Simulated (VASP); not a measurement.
# WS2 (P6_3/mmc) in VASP: a series of runs

Aim: see how the results for WS2 move with the level of theory and the settings. Levels: PBE+U, PBE. Tasks: single point.

Everything below comes from runs of VASP 6.6.1. Logs are shortened: lines on timing, memory, paths and dates and some standing lists are left out, and cuts for length are marked.

**1. The cell of the first run**

It takes space group P6_3/mmc (No. 194, hexagonal). The conventional cell has a = 3.180 Å, b = 3.180 Å, c = 12.500 Å, α = 90.00°, β = 90.00°, γ = 120.00°. Within 3.2 Å of W (site symmetry -6m2) lie 6 S at 2.41 Å and 6 W at 3.18 Å. S (site symmetry 3m) has 3 W at 2.41 Å and 7 S at 3.12 to 3.18 Å within 3.2 Å.

**2. Single point, PBE+U**

Contents of INCAR:

```
SYSTEM = WS2
PREC = Accurate
ENCUT = 520
EDIFF = 1E-6
ISMEAR = -1
SIGMA = 0.05
LREAL = .FALSE.
LASPH = .TRUE.
NELM = 150
ALGO = Normal
ISIF = 2
LWAVE = .FALSE.
LCHARG = .FALSE.
LMAXMIX = 4
LDAU = .TRUE.
LDAUTYPE = 2
LDAUL = 2 -1
LDAUU = 6 0
LDAUJ = 0 0
LDAUPRINT = 1
GGA = PE
NBANDS = 35
```

Contents of KPOINTS:

```
regular mesh
0
G
  10 10 3
  0 0 0
```

Contents of POSCAR:

```
WS2
1.0
    3.1800000000      0.0000000000      0.0000000000
   -1.5900000000      2.7539607840      0.0000000000
    0.0000000000      0.0000000000     12.5000000000
W S
2 4
Direct
    0.6666666667      0.3333333333      0.7500000000
    0.3333333333      0.6666666667      0.2500000000
    0.6666666667      0.3333333333      0.3750000000
    0.3333333333      0.6666666667      0.8750000000
    0.6666666667      0.3333333333      0.1250000000
    0.3333333333      0.6666666667      0.6250000000
```

Potentials or basis: VASP PAW PBE potentials, release 64 (W_sv, S).

On the command line:

```sh
$ cat potpaw_PBE.64/W_sv/POTCAR potpaw_PBE.64/S/POTCAR > POTCAR
$ mpirun -np 1 vasp_std > vasp.out
```

OUTCAR:

```text
SYSTEM = WS2
   PREC = Accurate
   ENCUT = 520
   EDIFF = 1E-6
   ISMEAR = -1
   LREAL = .FALSE.
   LASPH = .TRUE.
   NELM = 150
   ISIF = 2
   GGA = PE

 ion  position               nearest neighbor table
   1  0.667  0.333  0.750-   4 2.41   6 2.41   4 2.41   6 2.41   4 2.41   6 2.41
   2  0.333  0.667  0.250-   3 2.41   5 2.41   3 2.41   5 2.41   3 2.41   5 2.41
   3  0.667  0.333  0.375-   2 2.41   2 2.41   2 2.41
   4  0.333  0.667  0.875-   1 2.41   1 2.41   1 2.41
   5  0.667  0.333  0.125-   2 2.41   2 2.41   2 2.41
   6  0.333  0.667  0.625-   1 2.41   1 2.41   1 2.41

  LATTYP: Found a hexagonal cell.
 ALAT       =     3.1800000000
 C/A-ratio  =     3.9308176101

  Lattice vectors:

 A1 = (   3.1800000000,   0.0000000000,   0.0000000000)
 A2 = (  -1.5900000000,   2.7539607840,   0.0000000000)
 A3 = (   0.0000000000,   0.0000000000,  12.5000000000)

Analysis of symmetry for initial positions (statically):
=====================================================================
 Subroutine PRICEL returns:
 Original cell was already a primitive cell.

 Routine SETGRP: Setting up the symmetry group for a
 hexagonal supercell.

 Subroutine GETGRP returns: Found 24 space group operations
 (whereof 12 operations were pure point group operations)
 out of a pool of 24 trial point group operations.

The static configuration has the point symmetry D_3d.
 The point group associated with its full space group is D_6h.

Analysis of symmetry for dynamics (positions and initial velocities):
=====================================================================
 Subroutine PRICEL returns:
 Original cell was already a primitive cell.

 Routine SETGRP: Setting up the symmetry group for a
 hexagonal supercell.

 Subroutine GETGRP returns: Found 24 space group operations
 (whereof 12 operations were pure point group operations)
 out of a pool of 24 trial point group operations.

The dynamic configuration has the point symmetry D_3d.
 The point group associated with its full space group is D_6h.

 Subroutine INISYM returns: Found 24 space group operations
 (whereof 12 operations are pure point group operations),
 and found     1 'primitive' translations

----------------------------------------------------------------------------------------

                                     Primitive cell

  volume of cell :     109.4699

  direct lattice vectors                    reciprocal lattice vectors
     3.180000000  0.000000000  0.000000000     0.314465409  0.181556688  0.000000000
    -1.590000000  2.753960784  0.000000000     0.000000000  0.363113377  0.000000000
     0.000000000  0.000000000 12.500000000     0.000000000  0.000000000  0.080000000

  length of vectors
     3.180000000  3.180000000 12.500000000     0.363113377  0.363113377  0.080000000

  position of ions in fractional coordinates (direct lattice)
     0.666666667  0.333333333  0.750000000
     0.333333333  0.666666667  0.250000000
     0.666666667  0.333333333  0.375000000
     0.333333333  0.666666667  0.875000000
     0.666666667  0.333333333  0.125000000
     0.333333333  0.666666667  0.625000000

  ion indices of the primitive-cell ions
   primitive index   ion index
                 1           1
                 2           2
                 3           3
                 4           4
                 5           5
                 6           6

[... 105 lines left out ...]
   LRPA    =     F    only Hartree local field effects (RPA)
 non-spin polarized calculation
  energy-cutoff  :      520.00
  volume of cell :      109.47
 maximum number of plane-waves:      2976
 NGX is ok and might be reduce to    24
   NGX = 11   NGY = 11   NGZ = 47

atom =   1  type =  1  l = 2

 onsite density matrix

spin component  1

  0.3228 -0.0000  0.0000  0.0000 -0.0000
 -0.0000  0.3083 -0.0000 -0.0000  0.0000
  0.0000 -0.0000  0.3615  0.0000 -0.0000
  0.0000 -0.0000  0.0000  0.3083  0.0000
 -0.0000  0.0000 -0.0000  0.0000  0.3228

spin component  2

  0.3228 -0.0000  0.0000  0.0000 -0.0000
 -0.0000  0.3083 -0.0000 -0.0000  0.0000
  0.0000 -0.0000  0.3615  0.0000 -0.0000
  0.0000 -0.0000  0.0000  0.3083  0.0000
 -0.0000  0.0000 -0.0000  0.0000  0.3228

 occupancies and eigenvectors

  o =  0.3083  v =  0.0000 -1.0000  0.0000 -0.0000 -0.0000  0.0000  0.0000  0.0000  0.0000  0.0000      0.0000  0.0000  0.0000  0.0000  0.0000  0.0000  0.0000  0.0000  0.0000  0.0000
  o =  0.3083  v =  0.0000  0.0000  0.0000  0.0000  0.0000  0.0000 -1.0000  0.0000 -0.0000 -0.0000      0.0000  0.0000  0.0000  0.0000  0.0000  0.0000  0.0000  0.0000  0.0000  0.0000
  o =  0.3083  v =  0.0000  0.0000  0.0000 -1.0000 -0.0000  0.0000  0.0000  0.0000  0.0000  0.0000      0.0000  0.0000  0.0000  0.0000  0.0000  0.0000  0.0000  0.0000  0.0000  0.0000
  o =  0.3083  v =  0.0000  0.0000  0.0000  0.0000  0.0000  0.0000  0.0000  0.0000 -1.0000 -0.0000      0.0000  0.0000  0.0000  0.0000  0.0000  0.0000  0.0000  0.0000  0.0000  0.0000
  o =  0.3228  v =  0.0000  0.0000  0.0000  0.0000  0.0000  0.0000 -0.0000  0.0000 -0.0000  1.0000      0.0000  0.0000  0.0000  0.0000  0.0000  0.0000  0.0000  0.0000  0.0000  0.0000
  o =  0.3228  v =  0.0000 -0.0000  0.0000 -0.0000  1.0000  0.0000  0.0000  0.0000  0.0000  0.0000      0.0000  0.0000  0.0000  0.0000  0.0000  0.0000  0.0000  0.0000  0.0000  0.0000
  o =  0.3228  v =  1.0000  0.0000  0.0000  0.0000  0.0000  0.0000  0.0000  0.0000  0.0000  0.0000      0.0000  0.0000  0.0000  0.0000  0.0000  0.0000  0.0000  0.0000  0.0000  0.0000
  o =  0.3228  v =  0.0000  0.0000  0.0000  0.0000  0.0000  1.0000  0.0000  0.0000  0.0000  0.0000      0.0000  0.0000  0.0000  0.0000  0.0000  0.0000  0.0000  0.0000  0.0000  0.0000
  o =  0.3615  v =  0.0000  0.0000  0.0000  0.0000  0.0000  0.0000 -0.0000 -1.0000  0.0000  0.0000      0.0000  0.0000  0.0000  0.0000  0.0000  0.0000  0.0000  0.0000  0.0000  0.0000
  o =  0.3615  v =  0.0000 -0.0000 -1.0000  0.0000  0.0000  0.0000  0.0000  0.0000  0.0000  0.0000      0.0000  0.0000  0.0000  0.0000  0.0000  0.0000  0.0000  0.0000  0.0000  0.0000

atom =   2  type =  1  l = 2

 onsite density matrix

spin component  1

  0.3228 -0.0000  0.0000  0.0000 -0.0000
 -0.0000  0.3083  0.0000 -0.0000 -0.0000
  0.0000  0.0000  0.3615  0.0000 -0.0000
  0.0000 -0.0000  0.0000  0.3083 -0.0000
 -0.0000 -0.0000 -0.0000 -0.0000  0.3228

spin component  2

  0.3228 -0.0000  0.0000  0.0000 -0.0000
 -0.0000  0.3083  0.0000 -0.0000 -0.0000
  0.0000  0.0000  0.3615  0.0000 -0.0000
  0.0000 -0.0000  0.0000  0.3083 -0.0000
 -0.0000 -0.0000 -0.0000 -0.0000  0.3228

 occupancies and eigenvectors

  o =  0.3083  v =  0.0000 -1.0000 -0.0000  0.0000 -0.0000  0.0000  0.0000  0.0000  0.0000  0.0000      0.0000  0.0000  0.0000  0.0000  0.0000  0.0000  0.0000  0.0000  0.0000  0.0000
  o =  0.3083  v =  0.0000  0.0000  0.0000  0.0000  0.0000  0.0000 -1.0000 -0.0000  0.0000 -0.0000      0.0000  0.0000  0.0000  0.0000  0.0000  0.0000  0.0000  0.0000  0.0000  0.0000
  o =  0.3083  v =  0.0000  0.0000 -0.0000  1.0000 -0.0000  0.0000  0.0000  0.0000  0.0000  0.0000      0.0000  0.0000  0.0000  0.0000  0.0000  0.0000  0.0000  0.0000  0.0000  0.0000
  o =  0.3083  v =  0.0000  0.0000  0.0000  0.0000  0.0000  0.0000  0.0000 -0.0000  1.0000 -0.0000      0.0000  0.0000  0.0000  0.0000  0.0000  0.0000  0.0000  0.0000  0.0000  0.0000
  o =  0.3228  v =  0.0000 -0.0000  0.0000 -0.0000  1.0000  0.0000  0.0000  0.0000  0.0000  0.0000      0.0000  0.0000  0.0000  0.0000  0.0000  0.0000  0.0000  0.0000  0.0000  0.0000
  o =  0.3228  v =  0.0000  0.0000  0.0000  0.0000  0.0000  0.0000 -0.0000  0.0000 -0.0000  1.0000      0.0000  0.0000  0.0000  0.0000  0.0000  0.0000  0.0000  0.0000  0.0000  0.0000
  o =  0.3228  v =  0.0000  0.0000  0.0000  0.0000  0.0000  1.0000  0.0000  0.0000  0.0000  0.0000      0.0000  0.0000  0.0000  0.0000  0.0000  0.0000  0.0000  0.0000  0.0000  0.0000
  o =  0.3228  v =  1.0000  0.0000  0.0000  0.0000  0.0000  0.0000  0.0000  0.0000  0.0000  0.0000      0.0000  0.0000  0.0000  0.0000  0.0000  0.0000  0.0000  0.0000  0.0000  0.0000
  o =  0.3615  v =  0.0000  0.0000 -1.0000 -0.0000  0.0000  0.0000  0.0000  0.0000  0.0000  0.0000      0.0000  0.0000  0.0000  0.0000  0.0000  0.0000  0.0000  0.0000  0.0000  0.0000
  o =  0.3615  v =  0.0000  0.0000  0.0000  0.0000  0.0000  0.0000  0.0000 -1.0000 -0.0000  0.0000      0.0000  0.0000  0.0000  0.0000  0.0000  0.0000  0.0000  0.0000  0.0000  0.0000

 number of electron      52.0000007 magnetization

 Free energy of the ion-electron system (eV)
  ---------------------------------------------------
  ext. energy  EPLUGINS =         0.00000000
  ---------------------------------------------------
  free energy    TOTEN  =       -33.94842694 eV

  energy without entropy =      -33.94842666  energy(sigma->0) =      -33.94842680

 E-fermi :   7.8522     XC(G=0): -10.7828

 val. band max:        7.3259699063   @ k =   0.0000   0.0000   0.0000
 cond. band min:       8.4993162605   @ k =   0.2000   0.2000   0.0000
 fundamental gap:      1.1733463542
 Fermi energy:         7.8522374187

 k-point     1 :       0.0000    0.0000    0.0000
  band No.  band energies     occupation
      1     -68.2587      2.00000
      2     -68.2586      2.00000
      3     -32.4178      2.00000
      4     -32.4178      2.00000
      5     -32.3078      2.00000
      6     -32.3078      2.00000
[... 901 lines left out ...]
     34      11.4408      0.00000
     35      12.0895      0.00000

 [... further k-points ...]

------------------------ aborting loop because EDIFF is reached ----------------------------------------

  FORCE on cell =-STRESS in cart. coord.  units (eV):
  Direction    XX          YY          ZZ          XY          YZ          ZX
  --------------------------------------------------------------------------------------
  -------------------------------------------------------------------------------------
  Total        4.5069828      4.5069828      6.0756202      0.0000000      0.0000000      0.0000000
  in kB       65.9631816     65.9631816     88.9214049      0.0000000      0.0000000      0.0000000
  external PRESSURE =      73.6159227 kB  Pullay stress =       0.0000000 kB

 VOLUME and BASIS-vectors are now :
 -----------------------------------------------------------------------------
  energy-cutoff  :      520.00
  volume of cell :      109.47
      direct lattice vectors                 reciprocal lattice vectors
     3.180000000  0.000000000  0.000000000     0.314465409  0.181556688  0.000000000
    -1.590000000  2.753960784  0.000000000     0.000000000  0.363113377  0.000000000
     0.000000000  0.000000000 12.500000000     0.000000000  0.000000000  0.080000000

 POSITION                                       TOTAL-FORCE (eV/Angst)
 -----------------------------------------------------------------------------------
      1.59000      0.91799      9.37500         0.000000      0.000000     -0.000000
     -0.00000      1.83597      3.12500        -0.000000     -0.000000     -0.000000
      1.59000      0.91799      4.68750         0.000000     -0.000000      0.717642
     -0.00000      1.83597     10.93750        -0.000000      0.000000      0.717642
      1.59000      0.91799      1.56250         0.000000     -0.000000     -0.717642
     -0.00000      1.83597      7.81250        -0.000000      0.000000     -0.717642
 -----------------------------------------------------------------------------------
    total drift:                               -0.000000      0.000000     -0.000000

  FREE ENERGIE OF THE ION-ELECTRON SYSTEM (eV)
  ---------------------------------------------------
  free  energy   TOTEN  =       -33.9484269355 eV

  energy  without entropy=      -33.9484266593  energy(sigma->0) =      -33.94842680
```

Wall time 66 s (1 thread of Intel Xeon Platinum 8488C (Sapphire Rapids), shared host); peak memory 0.26 GiB.

Results:

```
Free energy            : -33.9484 eV
Pressure               : 7.4 GPa
Largest force          : 0.718 eV/Å
Band gap on the k mesh : 1.17 eV (least direct gap 1.99 eV)
```

Forces on the atoms (eV/Å):
```
W    0.000  0.000  0.000
W    0.000  0.000  0.000
S    0.000  0.000  0.718
S    0.000  0.000  0.718
S    0.000  0.000 -0.718
S    0.000  0.000 -0.718
```

Levels at points of the mesh, in eV from the valence-band top:
```
           k point  band 22  band 23  band 24  band 25  band 26  band 27  band 28  band 29  band 30  band 31
(0.00, 0.00, 0.00)    -2.14    -2.14    -1.68    -1.08     0.00     2.35     2.35     2.35     2.35     2.37
(0.50, 0.00, 0.00)    -2.74    -2.12    -1.96    -1.79    -1.60     2.42     2.46     2.63     2.83     3.20
```

Eigenvalues of the final occupation matrices:
| site | spin | trace | eigenvalues |
| --- | --- | --- | --- |
| site 1 d | 1 | 1.62 | 0.31 0.31 0.32 0.32 0.36 |
| site 1 d | 2 | 1.62 | 0.31 0.31 0.32 0.32 0.36 |
| site 2 d | 1 | 1.62 | 0.31 0.31 0.32 0.32 0.36 |
| site 2 d | 2 | 1.62 | 0.31 0.31 0.32 0.32 0.36 |

Caveat: the cell stands under pressure; spin-orbit coupling is left out, which moves the levels of the heavy elements; an odd mesh through Γ misses points on the zone boundary, where band edges can lie; this functional lacks dispersion, which binds the layers, so the pressure and a relaxed spacing across them are unreliable.

**3. Single point, PBE+U**

Contents of INCAR:

```
PREC = Accurate
ENCUT = 520
EDIFF = 1E-6
ISMEAR = -1
SIGMA = 0.05
LREAL = False
LASPH = True
NELM = 150
ALGO = Normal
ISIF = 2
LWAVE = False
LCHARG = True
LMAXMIX = 4
LDAU = True
LDAUTYPE = 2
LDAUL = 2 -1
LDAUU = 8 0
LDAUJ = 0 0
LDAUPRINT = 1
GGA = PE
LELF = True
LVHAR = True
NBANDS = 35
```

Contents of KPOINTS:

```
regular mesh
0
Gamma
  10 10 3
```

POSCAR is that of step 2.

Potentials or basis: VASP PAW PBE potentials, release 64 (W_sv, S).

On the command line:

```sh
$ cat potpaw_PBE.64/W_sv/POTCAR potpaw_PBE.64/S/POTCAR > POTCAR
$ mpirun -np 1 vasp_std > vasp.out
```

It took 79 s on 1 thread of Intel Xeon Platinum 8488C (Sapphire Rapids), shared host; peak memory 0.26 GiB.

It converged, with:

| Property | Result |
| --- | --- |
| Free energy | -29.5963 eV |
| Pressure | 9.4 GPa |
| Largest force | 0.942 eV/Å |
| Band gap on the k mesh | 1.21 eV (least direct gap 1.91 eV) |

Forces in eV/Å, atoms in the order of the input:
```
W    0.000  0.000  0.000
W    0.000  0.000  0.000
S    0.000  0.000  0.942
S    0.000  0.000  0.942
S    0.000  0.000 -0.942
S    0.000  0.000 -0.942
```

Stress tensor (GPa, compression positive):
```
 8.57  0.00  0.00
 0.00  8.57  0.00
 0.00  0.00 10.96
```

Levels at points of the mesh, in eV from the valence-band top:
```
           k point  band 23  band 24  band 25  band 26  band 27  band 28  band 29  band 30
(0.00, 0.00, 0.00)    -2.07    -1.70    -1.08     0.00     2.42     2.42     2.42     2.42
(0.50, 0.00, 0.00)    -2.13    -1.97    -1.81    -1.62     2.54     2.58     2.65     2.85
```

Eigenvalues of the final occupation matrices:
```
    site  spin  trace               eigenvalues
site 1 d     1   1.59  0.30 0.30 0.31 0.31 0.36
site 1 d     2   1.59  0.30 0.30 0.31 0.31 0.36
site 2 d     1   1.59  0.30 0.30 0.31 0.31 0.36
site 2 d     2   1.59  0.30 0.30 0.31 0.31 0.36
```

Caveat: the cell stands under pressure; spin-orbit coupling is left out, which moves the levels of the heavy elements; an odd mesh through Γ misses points on the zone boundary, where band edges can lie; this functional lacks dispersion, which binds the layers, so the pressure and a relaxed spacing across them are unreliable.

**4. Single point, PBE**

Contents of INCAR:

```
  ALGO = Normal
  EDIFF = 1E-6
  EFERMI = MIDGAP
  ENCUT = 400
  GGA = PE
  GGA_COMPAT = F
  ISIF = 2
  ISMEAR = 0
  LASPH = T
  LCHARG = F
  LREAL = F
  LWAVE = F
  NELM = 120
  PREC = Accurate
  SIGMA = 0.03
```

Contents of KPOINTS:

```
k-points
0
Gamma
  9 9 2
```

POSCAR is that of step 3.

On the command line:

```sh
$ cat potpaw_PBE.64/W_sv/POTCAR potpaw_PBE.64/S/POTCAR > POTCAR
$ mpirun -np 1 vasp_std > vasp.out
```

Run time: 46 s. Hardware: 1 thread of AMD EPYC 9R45 (Zen 5), shared host; peak memory 0.19 GiB.

It converged, with:

| Quantity | Value |
| --- | --- |
| Free energy | -47.2790 eV |
| Pressure | 2.2 GPa |
| Largest force | 0.134 eV/Å |
| Band gap on the k mesh | 1.16 eV (least direct gap 1.74 eV) |

Forces in eV/Å, atoms in the order of the input:
```
W    0.000  0.000  0.000
W    0.000  0.000  0.000
S    0.000  0.000  0.134
S    0.000  0.000  0.134
S    0.000  0.000 -0.134
S    0.000  0.000 -0.134
```

Stress tensor (GPa, compression positive):
```
1.63 0.00 0.00
0.00 1.63 0.00
0.00 0.00 3.48
```

Levels at points of the mesh, in eV from the valence-band top:
```
           k point  band 22  band 23  band 24  band 25  band 26  band 27  band 28  band 29  band 30  band 31
(0.00, 0.00, 0.00)    -2.25    -2.25    -1.57    -1.08     0.00     2.26     2.26     2.27     2.27     2.35
(0.00, 0.00, 0.50)    -2.27    -2.27    -2.27    -0.30    -0.30     2.25     2.25     2.26     2.26     2.44
```

Caveat: spin-orbit coupling is left out, which moves the levels of the heavy elements; an odd mesh through Γ misses points on the zone boundary, where band edges can lie; this functional lacks dispersion, which binds the layers, so the pressure and a relaxed spacing across them are unreliable.

**5. Summary**

```csv
level,U,k mesh,cutoff (eV),smearing,dipole correction,tolerance level,purpose,start,gap on the mesh (eV),pressure (GPa),largest force (eV/Å)
PBE+U,W d U = 6.0 eV,10 × 10 × 3,520,fermi-dirac 0.05 eV,no,-,-,-,1.17,7.4,0.72
PBE+U,W d U = 8.0 eV,10 × 10 × 3,520,fermi-dirac 0.05 eV,no,-,-,-,1.21,9.4,0.94
PBE,-,9 × 9 × 2,400,gaussian 0.03 eV,-,tight,restart,from scratch,1.16,2.2,0.13
```

Alike in all rows: task single point; potentials or basis VASP PAW PBE potentials, release 64 (W_sv, S); no spin polarisation; cell as given.

On the cell as given the gap runs from 1.16 eV (PBE) to 1.21 eV (PBE+U); the meshes differ, which moves gaps too. The pressure there spans 2.2 GPa (PBE) to 9.4 GPa (PBE+U); a positive pressure means that this level wants a larger cell, a negative one a smaller.

Caveats: spin-orbit coupling is left out, which moves the levels of the heavy elements; an odd mesh through Γ misses points on the zone boundary, where band edges can lie; this functional lacks dispersion, which binds the layers, so the pressure and a relaxed spacing across them are unreliable; the cell stands under pressure (at least some runs).

Absolute energies hang on the potentials; compare differences alone.
